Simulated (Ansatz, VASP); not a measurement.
# Two plane-wave programs on BaTiO3

File POSCAR:

```
BaTiO3
1.0
    2.9787423618      1.7197777044      2.3209936158
   -2.9787423618      1.7197777044      2.3209936158
    0.0000000000     -3.4395554088      2.3209936158
Ba Ti O
1 1 3
Direct
    0.9999656897      0.9999656897      0.9999656897
    0.5077048750      0.5077048750      0.5077048750
    0.4922539385      0.4922539385      0.9865215584
    0.4922539385      0.9865215584      0.4922539385
    0.9865215584      0.4922539385      0.4922539385
```

INCAR.step1

```
PREC     = Accurate       # precision mode
ENCUT    = 520            # plane-wave cutoff, eV
ISMEAR   = 0              # smearing method
SIGMA    = 0.05           # smearing width, eV
LREAL    = False          # projectors in reciprocal space
LASPH    = True           # aspherical terms in the spheres
NELM     = 150            # most SCF steps
LMAXMIX  = 4              # l up to which the mixer works
LDAU     = True           # DFT+U
LDAUTYPE = 2            
LDAUL    = -1 2 -1        # shell
LDAUU    = 0 4 0          # U, eV
LDAUJ    = 0 0 0        
NBANDS   = 28             # bands
GGA      = PE             # functional
ALGO     = Normal         # electronic algorithm
EDIFF    = 1E-4           # SCF threshold, eV
LWAVE    = True           # write WAVECAR
LCHARG   = False          # write CHGCAR
```

INCAR.step2

```
PREC     = Accurate       # precision mode
ENCUT    = 520            # plane-wave cutoff, eV
EDIFF    = 1E-6           # SCF threshold, eV
ISMEAR   = 0              # smearing method
SIGMA    = 0.05           # smearing width, eV
LREAL    = False          # projectors in reciprocal space
LASPH    = True           # aspherical terms in the spheres
NELM     = 150            # most SCF steps
ALGO     = Normal         # electronic algorithm
ISIF     = 2              # what is computed and relaxed
LWAVE    = False          # write WAVECAR
LCHARG   = False          # write CHGCAR
LMAXMIX  = 4              # l up to which the mixer works
LDAU     = True           # DFT+U
LDAUTYPE = 2            
LDAUL    = -1 2 -1        # shell
LDAUU    = 0 4 0          # U, eV
LDAUJ    = 0 0 0        
LDAUPRINT= 1            
METAGGA  = R2SCAN         # meta-GGA
LMIXTAU  = True         
NBANDS   = 28             # bands
ISTART   = 1
```

File KPOINTS:

```
regular mesh
0
Gamma
  6 6 6
```

Input for Ansatz:

```yaml
crystal:
  lattice:
    - [2.9787423618, 1.7197777044, 2.3209936158]
    - [-2.9787423618, 1.7197777044, 2.3209936158]
    - [0.0, -3.4395554088, 2.3209936158]
  atoms:
    - { symbol: Ba, position: [0.9999656897, 0.9999656897, 0.9999656897] }
    - { symbol: Ti, position: [0.507704875, 0.507704875, 0.507704875] }
    - { symbol: O, position: [0.4922539385, 0.4922539385, 0.9865215584] }
    - { symbol: O, position: [0.4922539385, 0.9865215584, 0.4922539385] }
    - { symbol: O, position: [0.9865215584, 0.4922539385, 0.4922539385] }
basis:
  ecutwfc: 500
kpoints:
  mp_grid: { grid: [6, 6, 6] }
hamiltonian:
  xc: r2scan
  hubbard: { sites: [{ species: Ti, l: d, u_eff: 4.0 }] }
scf:
  occupations: { method: gaussian, width: 0.05 }
output:
  forces: true
  stress: true
  eigenvalues: true
```

Change from the starting cell: strain +0.050 along x and y, +0.000 along z, atoms carried along.

Alike in both runs: task single point; functional r2SCAN; k mesh 6 × 6 × 6; occupations gaussian, width 0.05 eV; no spin polarisation; Hubbard terms Ti d U = 4.0 eV.

|  | VASP | Ansatz |
| --- | --- | --- |
| version | VASP 6.6.1 | Ansatz 0.2.0 |
| potentials or method | VASP PAW PBE potentials, release 64 (Ba_sv, Ti_sv, O), cutoff 520 eV | scalar-relativistic, plane waves, PAW |
| valence electrons in the cell | 40 | 40 |

VASP gave:

| Property | Result |
| --- | --- |
| gap on the k mesh at the Fermi level (eV) | 2.45 |
| least direct gap on the mesh (eV) | 2.73 |
| pressure (GPa) | -11.2 |
| traceless stress, the component that is largest in VASP (GPa) | 7.24 |
| rms of the force components (eV/Å) | 0.094 |

Task: Which values does Ansatz return?

Result: gap on the k mesh at the Fermi level (eV): 2.45; least direct gap on the mesh (eV): 2.71; pressure (GPa): -13.8; traceless stress, the component that is largest in VASP (GPa): 7.27; rms of the force components (eV/Å): 0.234.

VASP's potentials were made for PBE, not for r2SCAN. The programs project onto different local orbitals, so the same U acts differently, and such runs can settle in different states. Atom by atom the forces differ by 0.157 eV/Å (rms over components).

Spin-orbit coupling is off throughout.
